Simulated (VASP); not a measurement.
# In (R-3m) in VASP: single point with PBEsol

Aim: the single point of In with PBEsol.

Everything below comes from runs of VASP 6.6.1. Logs are shortened: lines on timing, memory, paths and dates and some standing lists are left out, and cuts for length are marked.

## 1. The cell of the first run

Symmetry: R-3m, No. 166, trigonal system. Conventional cell: a = 3.339 Å, b = 3.339 Å, c = 24.622 Å, α = 90.00°, β = 90.00°, γ = 120.00°. Within 4.4 Å of In (site symmetry -3m) lie 12 In at 3.34 to 3.35 Å. Within 4.4 Å of In (site symmetry 3m) lie 12 In at 3.34 to 3.35 Å.

## 2. Single point, PBEsol

Contents of POSCAR:

```
In
1.0
    1.6696368166      0.9639652655      8.2074632500
   -1.6696368166      0.9639652655      8.2074632500
    0.0000000000     -1.9279305310      8.2074632500
In
3
Direct
    0.0000000000      0.0000000000      0.0000000000
    0.7780122400      0.7780122400      0.7780122400
    0.2219877600      0.2219877600      0.2219877600
```

Contents of INCAR.step1:

```
ALGO = Normal
EDIFF = 1E-6
ENCUT = 520
GGA = PS
ISIF = 2
ISMEAR = 0
LASPH = True
LCHARG = True
LREAL = False
LWAVE = False
NBANDS = 26
NELM = 100
PREC = Accurate
SIGMA = 0.13
```

Contents of KPOINTS.step1:

```
k-points
0
Gamma
  6 6 6
```

Contents of INCAR.step2:

```
ALGO = Normal
EDIFF = 1E-6
ENCUT = 520
GGA = PS
ICHARG = 11
ISIF = 2
ISMEAR = -5
LASPH = True
LCHARG = False
LORBIT = 10
LREAL = False
LWAVE = False
NBANDS = 26
NEDOS = 1001
NELM = 100
PREC = Accurate
SIGMA = 0.13
```

Contents of KPOINTS.step2:

```
k-points
0
Gamma
  9 9 9
```

Potentials or basis: VASP PAW PBE potentials, release 64 (In_d).

Run with:

```console
$ cat potpaw_PBE.64/In_d/POTCAR > POTCAR
$ cp INCAR.step1 INCAR
$ cp KPOINTS.step1 KPOINTS
$ mpirun -np 1 vasp_std > vasp.out
$ cp INCAR.step2 INCAR
$ cp KPOINTS.step2 KPOINTS
$ mpirun -np 1 vasp_std > vasp.out
```

OUTCAR:

```text
EDIFF = 1E-6
   ENCUT = 520
   GGA = PS
   ICHARG = 11
   ISIF = 2
   ISMEAR = -5
   LASPH = True
   LORBIT = 10
   LREAL = False
   NELM = 100
   PREC = Accurate

 ion  position               nearest neighbor table
   1  0.000  0.000  0.000-   2 3.35   3 3.35   2 3.35   2 3.35   3 3.35   3 3.35
   2  0.778  0.778  0.778-   3 3.34   3 3.34   3 3.34   1 3.35   1 3.35   1 3.35
   3  0.222  0.222  0.222-   2 3.34   2 3.34   2 3.34   1 3.35   1 3.35   1 3.35

  LATTYP: Found a trigonal (rhomboedric) cell.
 ALAT       =     8.4308581492
 COS(alpha) =     0.9215612875

  Lattice vectors:

 A1 = (   1.6696368166,   0.9639652655,   8.2074632500)
 A2 = (  -1.6696368166,   0.9639652655,   8.2074632500)
 A3 = (   0.0000000000,  -1.9279305310,   8.2074632500)

Analysis of symmetry for initial positions (statically):
=====================================================================
 Subroutine PRICEL returns:
 Original cell was already a primitive cell.

 Routine SETGRP: Setting up the symmetry group for a
 trigonal (rhombohedral) supercell.

 Subroutine GETGRP returns: Found 12 space group operations
 (whereof 12 operations were pure point group operations)
 out of a pool of 12 trial point group operations.

The static configuration has the point symmetry D_3d.

Analysis of symmetry for dynamics (positions and initial velocities):
=====================================================================
 Subroutine PRICEL returns:
 Original cell was already a primitive cell.

 Routine SETGRP: Setting up the symmetry group for a
 trigonal (rhombohedral) supercell.

 Subroutine GETGRP returns: Found 12 space group operations
 (whereof 12 operations were pure point group operations)
 out of a pool of 12 trial point group operations.

The dynamic configuration has the point symmetry D_3d.

 Subroutine INISYM returns: Found 12 space group operations
 (whereof 12 operations are pure point group operations),
 and found     1 'primitive' translations

----------------------------------------------------------------------------------------

                                     Primitive cell

  volume of cell :      79.2581

  direct lattice vectors                    reciprocal lattice vectors
     1.669636817  0.963965265  8.207463250     0.299466324  0.172896963  0.040613442
    -1.669636817  0.963965265  8.207463250    -0.299466324  0.172896963  0.040613442
     0.000000000 -1.927930531  8.207463250     0.000000000 -0.345793926  0.040613442

  length of vectors
     8.430858149  8.430858149  8.430858149     0.348170778  0.348170778  0.348170778

  position of ions in fractional coordinates (direct lattice)
     0.000000000  0.000000000  0.000000000
     0.778012240  0.778012240  0.778012240
     0.221987760  0.221987760  0.221987760

  ion indices of the primitive-cell ions
   primitive index   ion index
                 1           1
                 2           2
                 3           3

----------------------------------------------------------------------------------------

 KPOINTS: k-points

Automatic generation of k-mesh.
 Grid dimensions read from file:
 generate k-points for:    9    9    9

 Generating k-lattice:

  Cartesian coordinates                     Fractional coordinates (reciprocal lattice)
     0.033274036  0.019210774  0.004512605     0.111111111  0.000000000 -0.000000000
    -0.033274036  0.019210774  0.004512605     0.000000000  0.111111111 -0.000000000
     0.000000000 -0.038421547  0.004512605    -0.000000000 -0.000000000  0.111111111

  Length of vectors
     0.038685642  0.038685642  0.038685642

  Shift w.r.t. Gamma in fractional coordinates (k-lattice)
     0.000000000  0.000000000  0.000000000

 TETIRR: Found    369 inequivalent tetrahedra from     4374

 Subroutine IBZKPT returns following result:
 ===========================================

 Found     85 irreducible k-points:

 Following reciprocal coordinates:
            Coordinates               Weight
  0.000000  0.000000  0.000000      1.000000
  0.111111  0.000000  0.000000      6.000000
  0.222222 -0.000000  0.000000      6.000000
  0.333333 -0.000000  0.000000      6.000000
  0.444444 -0.000000  0.000000      6.000000
  0.111111  0.111111  0.000000      6.000000
[... 16 lines left out ...]
 -0.333333  0.333333  0.000000      6.000000
  0.444444  0.444444  0.000000      6.000000
 [... further k-points ...]
   k-points           NKPTS =     85   k-points in BZ     NKDIM =     85   number of bands    NBANDS=     26
   number of dos      NEDOS =   1001   number of ions     NIONS =      3
   total plane-waves  NPLWV = 262144
   dimension x,y,z NGX =    64 NGY =   64 NGZ =   64
   dimension x,y,z NGXF=   128 NGYF=  128 NGZF=  128
   ions per type =               3
   NGX,Y,Z   is equivalent  to a cutoff of  12.62, 12.62, 12.62 a.u.
   NGXF,Y,Z  is equivalent  to a cutoff of  25.24, 25.24, 25.24 a.u.
 SYSTEM =  unknown system
   PREC   = accura    normal or accurate (medium, high low for compatibility)
   ISTART =      0    job   : 0-new  1-cont  2-samecut
   ICHARG =     11    charge: 1-file 2-atom 10-const
   ISPIN  =      1    spin polarized calculation?
   LNONCOLLINEAR =      F non collinear calculations
   LSORBIT =      F    spin-orbit coupling
   LASPH  =      T    aspherical Exc in radial PAW
   ENCUT  =  520.0 eV  38.22 Ry    6.18 a.u.  15.68 15.68 15.68*2*pi/ulx,y,z
   NELM   =    100;   NELMIN=  2; NELMDL=  0     # of ELM steps
   EDIFF  = 0.1E-05   stopping-criterion for ELM
   LREAL  =      F    real-space projection
   EDIFFG = 0.1E-04   stopping-criterion for IOM
   NSW    =      0    number of steps for IOM
   IBRION =     -1    ionic relax: 0-MD 1-quasi-New 2-CG
   NFREE  =      0    steps in history (QN), initial steepest desc. (CG)
   ISIF   =      2    stress and relaxation
   ISYM   =      2    0-nonsym 1-usesym 2-fastsym
   POTIM  = 0.5000    time-step for ionic-motion
   TEBEG  =    0.0;   TEEND  =   0.0 temperature during run
   PSTRESS=    0.0 pullay stress
   NELECT =      39.0000    total number of electrons
   NUPDOWN=      -1.0000    fix difference up-down
   EMIN   =  10.00;   EMAX   =-10.00  energy-range for DOS
   EFERMI =   0.00;   METHOD = LEGACY
   ISMEAR =    -5;   SIGMA  =   0.13  broadening in eV -4-tet -1-fermi 0-gaus
   EFERMI_NEDOS =   21; number of points for ismear=-14 and -15
   IALGO  =     38    algorithm
   IMIX   =      4    mixing-type and parameters
     AMIX     =   0.40;   BMIX     =  1.00
     AMIX_MAG =   1.60;   BMIX_MAG =  1.00
  volume/ion in A,a.u.               =      26.42       178.29
  Fermi-wavevector in a.u.,A,eV,Ry     =   1.292454  2.442384 22.727687  1.670438
  Thomas-Fermi vector in A             =   2.424161
   LORBIT       =     10    0 simple, 1 ext, 2 COOP (PROOUT), +10 PAW based schemes
   GGA     = PS    functional components
   LHFCALC =     F    Hartree Fock is set to
   AEXX    =    0.0000 exact exchange contribution
   IVDW    =     0    specifies the selected vdW correction
   LEPSILON=     F    determine dielectric tensor
   LRPA    =     F    only Hartree local field effects (RPA)
 non-spin polarized calculation
 Fermi weights with tetrahedron method with Bloechl corrections
  energy-cutoff  :      520.00
  volume of cell :       79.26
 maximum number of plane-waves:      2160

 number of electron      38.9999997 magnetization

 Free energy of the ion-electron system (eV)
  ---------------------------------------------------
  ext. energy  EPLUGINS =         0.00000000
  ---------------------------------------------------
  free energy    TOTEN  =        -8.91921438 eV

  energy without entropy =       -8.91921438  energy(sigma->0) =       -8.91921438

 E-fermi :   7.2707     XC(G=0): -10.3603

 val. band max:        7.2700348487   @ k =  -0.2222   0.2222   0.0000
 cond. band min:       7.0262206436   @ k =  -0.4444   0.4444   0.0000
 fundamental gap:     -0.2438142051
 Fermi energy:         7.2707226030

 k-point     1 :       0.0000    0.0000    0.0000
  band No.  band energies     occupation
      1      -7.3389      2.00000
      2      -7.3382      2.00000
      3      -7.2978      2.00000
      4      -7.2800      2.00000
      5      -7.2800      2.00000
      6      -7.2596      2.00000
[... 18 lines left out ...]
     25      17.4871      0.00000
     26      17.5121      0.00000

 k-point     2 :       0.1111    0.0000    0.0000
  band No.  band energies     occupation
      1      -7.3381      2.00000
      2      -7.3298      2.00000
      3      -7.2942      2.00000
      4      -7.2812      2.00000
      5      -7.2522      2.00000
      6      -7.2481      2.00000
[... 18 lines left out ...]
     25      16.2151      0.00000
     26      16.9737      0.00000

 k-point     3 :       0.2222   -0.0000    0.0000
  band No.  band energies     occupation
      1      -7.3791      2.00000
      2      -7.3539      2.00000
      3      -7.2877      2.00000
      4      -7.2616      2.00000
      5      -7.2436      2.00000
      6      -7.2397      2.00000
[... 18 lines left out ...]
     25      13.8919      0.00000
     26      15.6550      0.00000

 k-point     4 :       0.3333   -0.0000    0.0000
  band No.  band energies     occupation
      1      -7.4250      2.00000
      2      -7.3979      2.00000
      3      -7.3349      2.00000
      4      -7.2960      2.00000
      5      -7.2854      2.00000
      6      -7.2574      2.00000
[... 18 lines left out ...]
     25      12.7551      0.00000
     26      14.0749      0.00000
[... 496 lines left out ...]
      1      -7.3857      2.00000
      2      -7.3538      2.00000
      3      -7.3215      2.00000
      4      -7.2862      2.00000
      5      -7.2503      2.00000
      6      -7.2303      2.00000
[... 18 lines left out ...]
     25       9.9288      0.00000
     26      11.7604      0.00000

 k-point    23 :      -0.3333    0.3333    0.0000
  band No.  band energies     occupation
      1      -7.3848      2.00000
      2      -7.3264      2.00000
      3      -7.3256      2.00000
      4      -7.2470      2.00000
      5      -7.2466      2.00000
      6      -7.1682      2.00000
[... 18 lines left out ...]
     25      10.8756      0.00000
     26      11.8514      0.00000

 k-point    24 :       0.4444    0.4444    0.0000
  band No.  band energies     occupation
      1      -7.4794      2.00000
      2      -7.4056      2.00000
      3      -7.3480      2.00000
      4      -7.3429      2.00000
      5      -7.3065      2.00000
      6      -7.2623      2.00000
[... 18 lines left out ...]
     25      13.7761      0.00000
     26      13.8485      0.00000

 [... further k-points ...]

------------------------ aborting loop because EDIFF is reached ----------------------------------------

  FORCE on cell =-STRESS in cart. coord.  units (eV):
  Direction    XX          YY          ZZ          XY          YZ          ZX
  --------------------------------------------------------------------------------------
  -------------------------------------------------------------------------------------
  Total        0.1583203      0.1583203     -0.7256930     -0.0000000      0.0000000      0.0000000
  in kB        3.2003945      3.2003945    -14.6696550     -0.0000000      0.0000000      0.0000000
  external PRESSURE =      -2.7562886 kB  Pullay stress =       0.0000000 kB

 VOLUME and BASIS-vectors are now :
 -----------------------------------------------------------------------------
  energy-cutoff  :      520.00
  volume of cell :       79.26
      direct lattice vectors                 reciprocal lattice vectors
     1.669636817  0.963965265  8.207463250     0.299466324  0.172896963  0.040613442
    -1.669636817  0.963965265  8.207463250    -0.299466324  0.172896963  0.040613442
     0.000000000 -1.927930531  8.207463250     0.000000000 -0.345793926  0.040613442

 POSITION                                       TOTAL-FORCE (eV/Angst)
 -----------------------------------------------------------------------------------
      0.00000      0.00000      0.00000         0.000000     -0.000000      0.000000
      0.00000      0.00000     19.15652         0.000000     -0.000000      0.044779
      0.00000      0.00000      5.46587         0.000000      0.000000     -0.044779
 -----------------------------------------------------------------------------------
    total drift:                                0.000000      0.000000      0.000000

  FREE ENERGIE OF THE ION-ELECTRON SYSTEM (eV)
  ---------------------------------------------------
  free  energy   TOTEN  =        -8.9192143786 eV

  energy  without entropy=       -8.9192143786  energy(sigma->0) =       -8.91921438

 total charge

# of ion       s       p       d       tot
------------------------------------------
    1        1.008   0.476   9.850  11.334
    2        0.999   0.485   9.849  11.332
    3        0.999   0.485   9.849  11.332
--------------------------------------------------
tot          3.006   1.445  29.547  33.998
```

Wall time 20 min (1 thread of Intel Xeon 8259CL, shared host); peak memory 0.59 GiB.

Results:

* Valence electrons inside the program's atomic spheres: In 11.33

Caveat: the k points lie up to 0.36 Å⁻¹ apart; the PAW data sets were made with another functional, which shifts forces and pressure a little; spin-orbit coupling is left out, which moves the levels of the heavy elements; tetrahedron occupations give inexact forces and stress in metals.
